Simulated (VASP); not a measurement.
# FeAu (R-3m) in VASP: settings compared

Aim: see how the results for FeAu move with the level of theory and the settings. Levels: LDA, PBEsol, PBE. Tasks: single point.

Program: VASP 6.6.1. These are calculated values, not measurements. Logs are shortened: lines on timing, memory, paths and dates and some standing lists are left out, and cuts for length are marked.

## 1. The cell of the first run

Symmetry: R-3m, No. 166, trigonal system. The conventional cell has a = 2.737 Å, b = 2.737 Å, c = 13.032 Å, α = 90.00°, β = 90.00°, γ = 120.00°. Within 3.5 Å of Au (site symmetry -3m) lie 6 Fe at 2.69 Å and 6 Au at 2.74 Å. Within 3.5 Å of Fe (site symmetry -3m) lie 6 Au at 2.69 Å and 6 Fe at 2.74 Å.

## 2. Single point, LDA, collinear spin, ferromagnetic start

INCAR

```
PREC = Accurate
ENCUT = 600
EDIFF = 1E-6
ISMEAR = -1
SIGMA = 0.05
LREAL = F
LASPH = T
NELM = 200
ALGO = Normal
ISIF = 2
LWAVE = F
LCHARG = F
ISPIN = 2
MAGMOM = 0 3
LORBIT = 11
LMAXMIX = 4
GGA = CA
NBANDS = 20
GGA_COMPAT = F
```

KPOINTS

```
regular mesh
0
Gamma
  11 11 11
```

POSCAR

```
FeAu
1.0
    1.3683021387      0.7899896081      4.3441034991
   -1.3683021387      0.7899896081      4.3441034991
    0.0000000000     -1.5799792162      4.3441034991
Au Fe
1 1
Direct
    0.0000000000      0.0000000000      0.0000000000
    0.5000000000      0.5000000000      0.5000000000
```

Potentials or basis: VASP PAW LDA potentials, release 64 (Au, Fe).

Run with:

```sh
> cat potpaw_LDA.64/Au/POTCAR potpaw_LDA.64/Fe/POTCAR > POTCAR
> mpirun -np 1 vasp_std > vasp.out
```

OUTCAR:

```text
PREC = Accurate
   ENCUT = 600
   EDIFF = 1E-6
   ISMEAR = -1
   LREAL = F
   LASPH = T
   NELM = 200
   ISIF = 2
   ISPIN = 2
   LORBIT = 11
   GGA = CA

 ion  position               nearest neighbor table
   1  0.000  0.000  0.000-   2 2.69   2 2.69   2 2.69   2 2.69   2 2.69   2 2.69
   2  0.500  0.500  0.500-   1 2.69   1 2.69   1 2.69   1 2.69   1 2.69   1 2.69

  LATTYP: Found a trigonal (rhomboedric) cell.
 ALAT       =     4.6225068453
 COS(alpha) =     0.8247577255

  Lattice vectors:

 A1 = (   1.3683021387,   0.7899896081,   4.3441034991)
 A2 = (  -1.3683021387,   0.7899896081,   4.3441034991)
 A3 = (   0.0000000000,  -1.5799792162,   4.3441034991)

Analysis of symmetry for initial positions (statically):
=====================================================================
 Subroutine PRICEL returns:
 Original cell was already a primitive cell.

 Routine SETGRP: Setting up the symmetry group for a
 trigonal (rhombohedral) supercell.

 Subroutine GETGRP returns: Found 12 space group operations
 (whereof 12 operations were pure point group operations)
 out of a pool of 12 trial point group operations.

The static configuration has the point symmetry D_3d.

Analysis of symmetry for dynamics (positions and initial velocities):
=====================================================================
 Subroutine PRICEL returns:
 Original cell was already a primitive cell.

 Routine SETGRP: Setting up the symmetry group for a
 trigonal (rhombohedral) supercell.

 Subroutine GETGRP returns: Found 12 space group operations
 (whereof 12 operations were pure point group operations)
 out of a pool of 12 trial point group operations.

The dynamic configuration has the point symmetry D_3d.

Analysis of structural, dynamic, and magnetic symmetry:
=====================================================================
 Subroutine PRICEL returns:
 Original cell was already a primitive cell.

 Routine SETGRP: Setting up the symmetry group for a
 trigonal (rhombohedral) supercell.

 Subroutine GETGRP returns: Found 12 space group operations
 (whereof 12 operations were pure point group operations)
 out of a pool of 12 trial point group operations.

The overall configuration has the point symmetry D_3d.

 Subroutine INISYM returns: Found 12 space group operations
 (whereof 12 operations are pure point group operations),
 and found     1 'primitive' translations

----------------------------------------------------------------------------------------

                                     Primitive cell

  volume of cell :      28.1744

  direct lattice vectors                    reciprocal lattice vectors
     1.368302139  0.789989608  4.344103499     0.365416370  0.210973239  0.076732365
    -1.368302139  0.789989608  4.344103499    -0.365416370  0.210973239  0.076732365
     0.000000000 -1.579979216  4.344103499     0.000000000 -0.421946479  0.076732365

  length of vectors
     4.622506845  4.622506845  4.622506845     0.428866747  0.428866747  0.428866747

  position of ions in fractional coordinates (direct lattice)
     0.000000000  0.000000000  0.000000000
     0.500000000  0.500000000  0.500000000

  ion indices of the primitive-cell ions
   primitive index   ion index
                 1           1
                 2           2

----------------------------------------------------------------------------------------

 KPOINTS: regular mesh

Automatic generation of k-mesh.
 Grid dimensions read from file:
 generate k-points for:   11   11   11

 Generating k-lattice:

  Cartesian coordinates                     Fractional coordinates (reciprocal lattice)
     0.033219670  0.019179385  0.006975670     0.090909091  0.000000000  0.000000000
    -0.033219670  0.019179385  0.006975670     0.000000000  0.090909091  0.000000000
     0.000000000 -0.038358771  0.006975670     0.000000000  0.000000000  0.090909091

  Length of vectors
     0.038987886  0.038987886  0.038987886

  Shift w.r.t. Gamma in fractional coordinates (k-lattice)
     0.000000000  0.000000000  0.000000000

 Subroutine IBZKPT returns following result:
 ===========================================

 Found    146 irreducible k-points:

 Following reciprocal coordinates:
            Coordinates               Weight
  0.000000  0.000000  0.000000      1.000000
  0.090909  0.000000  0.000000      6.000000
  0.181818  0.000000  0.000000      6.000000
  0.272727  0.000000 -0.000000      6.000000
  0.363636 -0.000000 -0.000000      6.000000
  0.454545  0.000000  0.000000      6.000000
[... 16 lines left out ...]
 -0.272727  0.181818  0.000000     12.000000
 -0.181818  0.181818  0.000000      6.000000
 [... further k-points ...]
   k-points           NKPTS =    146   k-points in BZ     NKDIM =    146   number of bands    NBANDS=     20
   number of dos      NEDOS =    301   number of ions     NIONS =      2
   total plane-waves  NPLWV =  64000
   dimension x,y,z NGX =    40 NGY =   40 NGZ =   40
   dimension x,y,z NGXF=    80 NGYF=   80 NGZF=   80
   ions per type =               1   1
   NGX,Y,Z   is equivalent  to a cutoff of  14.39, 14.39, 14.39 a.u.
   NGXF,Y,Z  is equivalent  to a cutoff of  28.77, 28.77, 28.77 a.u.
 SYSTEM =  unknown system
   PREC   = accura    normal or accurate (medium, high low for compatibility)
   ISTART =      0    job   : 0-new  1-cont  2-samecut
   ICHARG =      2    charge: 1-file 2-atom 10-const
   ISPIN  =      2    spin polarized calculation?
   LNONCOLLINEAR =      F non collinear calculations
   LSORBIT =      F    spin-orbit coupling
   LASPH  =      T    aspherical Exc in radial PAW
   ENCUT  =  600.0 eV  44.10 Ry    6.64 a.u.   9.23  9.23  9.23*2*pi/ulx,y,z
   NELM   =    200;   NELMIN=  2; NELMDL= -5     # of ELM steps
   EDIFF  = 0.1E-05   stopping-criterion for ELM
   LREAL  =      F    real-space projection
   EDIFFG = 0.1E-04   stopping-criterion for IOM
   NSW    =      0    number of steps for IOM
   IBRION =     -1    ionic relax: 0-MD 1-quasi-New 2-CG
   NFREE  =      0    steps in history (QN), initial steepest desc. (CG)
   ISIF   =      2    stress and relaxation
   ISYM   =      2    0-nonsym 1-usesym 2-fastsym
   POTIM  = 0.5000    time-step for ionic-motion
   TEBEG  =    0.0;   TEEND  =   0.0 temperature during run
   PSTRESS=    0.0 pullay stress
   NELECT =      19.0000    total number of electrons
   NUPDOWN=      -1.0000    fix difference up-down
   EMIN   =  10.00;   EMAX   =-10.00  energy-range for DOS
   EFERMI =   0.00;   METHOD = LEGACY
   ISMEAR =    -1;   SIGMA  =   0.05  broadening in eV -4-tet -1-fermi 0-gaus
   EFERMI_NEDOS =   21; number of points for ismear=-14 and -15
   IALGO  =     38    algorithm
   IMIX   =      4    mixing-type and parameters
     AMIX     =   0.40;   BMIX     =  1.00
     AMIX_MAG =   1.60;   BMIX_MAG =  1.00
  volume/ion in A,a.u.               =      14.09        95.07
  Fermi-wavevector in a.u.,A,eV,Ry     =   1.435625  2.712938 28.041879  2.061020
  Thomas-Fermi vector in A             =   2.554903
   LORBIT       =     11    0 simple, 1 ext, 2 COOP (PROOUT), +10 PAW based schemes
   GGA     = CA    functional components
   LHFCALC =     F    Hartree Fock is set to
   AEXX    =    0.0000 exact exchange contribution
   IVDW    =     0    specifies the selected vdW correction
   LEPSILON=     F    determine dielectric tensor
   LRPA    =     F    only Hartree local field effects (RPA)
 spin polarized calculation
  energy-cutoff  :      600.00
  volume of cell :       28.17
 maximum number of plane-waves:       962
 NGX is ok and might be reduce to    40
   NGX = 19   NGY = 19   NGZ = 19

 number of electron      19.0000000 magnetization       2.7472473

 Free energy of the ion-electron system (eV)
  ---------------------------------------------------
  ext. energy  EPLUGINS =         0.00000000
  ---------------------------------------------------
  free energy    TOTEN  =       -13.04325921 eV

  energy without entropy =      -13.02741600  energy(sigma->0) =      -13.03533760

 E-fermi :   8.4296     XC(G=0): -13.1982

 val. band max:        8.4242498478   @ k =   0.3636   0.2727   0.2727
 cond. band min:       8.4296355270   @ k =  -0.2727  -0.4545   0.1818
 fundamental gap:      0.0053856791
 Fermi energy:         8.4296314243

 spin component 1

 k-point     1 :       0.0000    0.0000    0.0000
  band No.  band energies     occupation
      1      -1.8430      1.00000
      2       1.1258      1.00000
      3       3.0548      1.00000
      4       3.0548      1.00000
      5       4.5676      1.00000
      6       4.5676      1.00000
[... 12 lines left out ...]
     19      29.6799      0.00000
     20      31.0828      0.00000
[... 507 lines left out ...]
 k-point    24 :      -0.1818    0.1818    0.0000
  band No.  band energies     occupation
      1       1.0564      1.00000
      2       2.1280      1.00000
      3       2.5105      1.00000
      4       2.5945      1.00000
      5       3.9663      1.00000
      6       5.4600      1.00000
[... 12 lines left out ...]
     19      29.8064      0.00000
     20      30.7152      0.00000

 [... further k-points ...]

 spin component 2

 k-point     1 :       0.0000    0.0000    0.0000
  band No.  band energies     occupation
      1      -1.7192      1.00000
      2       1.3093      1.00000
      3       3.1464      1.00000
      4       3.1464      1.00000
      5       4.8706      1.00000
      6       4.8706      1.00000
[... 12 lines left out ...]
     19      29.7484      0.00000
     20      31.2697      0.00000
[... 507 lines left out ...]
 k-point    24 :      -0.1818    0.1818    0.0000
  band No.  band energies     occupation
      1       1.2284      1.00000
      2       2.2021      1.00000
      3       2.6404      1.00000
      4       2.7296      1.00000
      5       4.1789      1.00000
      6       5.7827      1.00000
[... 12 lines left out ...]
     19      30.0935      0.00000
     20      30.8096      0.00000

 [... further k-points ...]

------------------------ aborting loop because EDIFF is reached ----------------------------------------

  FORCE on cell =-STRESS in cart. coord.  units (eV):
  Direction    XX          YY          ZZ          XY          YZ          ZX
  --------------------------------------------------------------------------------------
  -------------------------------------------------------------------------------------
  Total        0.0030527      0.0030527     -0.0019880     -0.0000000     -0.0000000      0.0000000
  in kB        0.1735969      0.1735969     -0.1130480     -0.0000000     -0.0000000      0.0000000
  external PRESSURE =       0.0780486 kB  Pullay stress =       0.0000000 kB

 VOLUME and BASIS-vectors are now :
 -----------------------------------------------------------------------------
  energy-cutoff  :      600.00
  volume of cell :       28.17
      direct lattice vectors                 reciprocal lattice vectors
     1.368302139  0.789989608  4.344103499     0.365416370  0.210973239  0.076732365
    -1.368302139  0.789989608  4.344103499    -0.365416370  0.210973239  0.076732365
     0.000000000 -1.579979216  4.344103499     0.000000000 -0.421946479  0.076732365

 POSITION                                       TOTAL-FORCE (eV/Angst)
 -----------------------------------------------------------------------------------
      0.00000      0.00000      0.00000         0.000000     -0.000000      0.000000
      0.00000      0.00000      6.51616        -0.000000      0.000000     -0.000000
 -----------------------------------------------------------------------------------
    total drift:                               -0.000000     -0.000000     -0.000000

  FREE ENERGIE OF THE ION-ELECTRON SYSTEM (eV)
  ---------------------------------------------------
  free  energy   TOTEN  =       -13.0432592096 eV

  energy  without entropy=      -13.0274159995  energy(sigma->0) =      -13.03533760

 total charge

# of ion       s       p       d       tot
------------------------------------------
    1        0.644   0.537   8.688   9.870
    2        0.405   0.402   6.204   7.011
--------------------------------------------------
tot          1.049   0.939  14.892  16.880

 magnetization (x)

# of ion       s       p       d       tot
------------------------------------------
    1       -0.011  -0.035   0.113   0.067
    2       -0.006  -0.010   2.677   2.662
--------------------------------------------------
tot         -0.016  -0.044   2.790   2.729
```

Wall time 7.9 min (1 thread of Oxide Virtual Turin-like, shared host); peak memory 0.31 GiB.

Results:

```
Free energy                                           : -13.0433 eV
Pressure                                              : 0.0 GPa
Net moment                                            : 2.75 μB per cell
Site moments                                          : Au +0.07; Fe +2.66 μB
Valence electrons inside the program's atomic spheres : Au 9.87; Fe 7.01
```

Caveat: spin-orbit coupling is left out, which moves the levels of the heavy elements.

## 3. Single point, PBEsol, collinear spin, ferromagnetic start

This run uses another cell than the first one, of 14.56 Å³/atom.

Edit INCAR of step 2 so:

```diff
@@ -16,3 +16,3 @@
 LMAXMIX = 4
-GGA = CA
+GGA = PS
 NBANDS = 20
```

KPOINTS is that of step 2.

POSCAR

```
FeAu
1.0
    1.3813758000      0.7975376900      4.4039200354
   -1.3813758000      0.7975376900      4.4039200354
    0.0000000000     -1.5950753800      4.4039200354
Au Fe
1 1
Direct
    0.0000000000      0.0000000000      0.0000000000
    0.5000000000      0.5000000000      0.5000000000
```

Potentials or basis: VASP PAW PBE potentials, release 64 (Au, Fe).

Run with:

```sh
> cat potpaw_PBE.64/Au/POTCAR potpaw_PBE.64/Fe/POTCAR > POTCAR
> mpirun -np 1 vasp_std > vasp.out
```

Wall time 10 min (1 thread of Oxide Virtual Turin-like, shared host); peak memory 0.38 GiB.

Results (log left out):

```yaml
Free_energy: -12.3408 eV
Pressure: -0.2 GPa
Net_moment: 2.85 μB per cell
Site_moments: Au +0.05; Fe +2.81 μB
Valence_electrons_inside_the_program's_atomic_spheres: Au 9.81; Fe 6.92
```

Levels at points of the mesh, in eV from the Fermi level:
Spin up:
```
           k point  band 7  band 8  band 9  band 10  band 11  band 12  band 13  band 14  band 15  band 16
(0.00, 0.00, 0.00)   -3.28   -2.19   -2.19    -1.47    -1.47    -0.95     4.47    14.84    17.28    18.45
```
Spin down:
```tsv
k point	band 5	band 6	band 7	band 8	band 9	band 10	band 11	band 12
(0.00, 0.00, 0.00)	-3.50	-3.50	-1.38	-0.81	0.29	0.29	1.27	1.27
```

Caveat: the PAW data sets were made with another functional, which shifts forces and pressure a little; spin-orbit coupling is left out, which moves the levels of the heavy elements.

## 4. Single point, PBE, collinear spin, ferromagnetic start

This run uses another cell than the first one, of 15.33 Å³/atom.

INCAR

```
SYSTEM = FeAu
PREC = Accurate ; ENCUT = 600
EDIFF = 1E-6 ; ISMEAR = -1
SIGMA = 0.05 ; LREAL = .False.
LASPH = .True. ; NELM = 200
ALGO = Normal ; ISIF = 2
LWAVE = .False. ; LCHARG = .True.
ISPIN = 2 ; MAGMOM = 0 3
LORBIT = 11 ; LMAXMIX = 4
GGA = PE ; LELF = .True.
LVHAR = .True. ; NBANDS = 20
GGA_COMPAT = .False.
```

KPOINTS

```
regular mesh
0
Gamma
  11 11 11
  0 0 0
```

POSCAR

```
FeAu
1.0
    1.4036798157      0.8104149194      4.4919384831
   -1.4036798157      0.8104149194      4.4919384831
    0.0000000000     -1.6208298389      4.4919384831
Au Fe
1 1
Direct
    0.0000000000      0.0000000000      0.0000000000
    0.5000000000      0.5000000000      0.5000000000
```

Run with:

```sh
> cat potpaw_PBE.64/Au/POTCAR potpaw_PBE.64/Fe/POTCAR > POTCAR
> mpirun -np 1 vasp_std > vasp.out
```

It took 13 min on 1 thread of Oxide Virtual Turin-like, shared host; peak memory 0.39 GiB.

The run converged. Its results:

| Quantity | Value |
| --- | --- |
| Free energy | -10.9975 eV |
| Pressure | -0.3 GPa |
| Net moment | 2.90 μB per cell |
| Site moments | Au +0.04; Fe +2.89 μB |
| Valence electrons inside the program's atomic spheres | Au 9.75; Fe 6.84 |

Levels at points of the mesh, in eV from the Fermi level:
Spin up:
| k point | band 7 | band 8 | band 9 | band 10 | band 11 | band 12 | band 13 | band 14 | band 15 | band 16 |
| --- | --- | --- | --- | --- | --- | --- | --- | --- | --- | --- |
| (0.00, 0.00, 0.00) | -3.27 | -2.29 | -2.29 | -1.63 | -1.63 | -0.80 | 4.04 | 14.88 | 17.14 | 17.98 |
Spin down:
```
           k point  band 5  band 6  band 7  band 8  band 9  band 10  band 11  band 12
(0.00, 0.00, 0.00)   -3.39   -3.39   -1.33   -0.71    0.29     0.29     1.24     1.24
```

Caveat: spin-orbit coupling is left out, which moves the levels of the heavy elements.

## 5. The runs side by side

```csv
level,potentials or basis,cell,gap on the mesh (eV),pressure (GPa),moment (μB)
LDA,"VASP PAW LDA potentials, release 64 (Au, Fe)","a = 4.623 Å, angles 34.4°, 2 atoms",none,0.0,2.75
PBEsol,"VASP PAW PBE potentials, release 64 (Au, Fe)","a = 4.684 Å, angles 34.3°, 2 atoms",none,-0.2,2.85
PBE,"VASP PAW PBE potentials, release 64 (Au, Fe)","a = 4.775 Å, angles 34.2°, 2 atoms",none,-0.3,2.90
```

Alike in all rows: task single point; spin collinear, ferromagnetic start; k mesh 11 × 11 × 11; cutoff (eV) 600; smearing fermi-dirac 0.05 eV.

Caveats: spin-orbit coupling is left out, which moves the levels of the heavy elements; the PAW data sets were made with another functional, which shifts forces and pressure a little (at least some runs).

Total energies depend on the potentials used, so only differences within one code and one set of settings carry meaning.
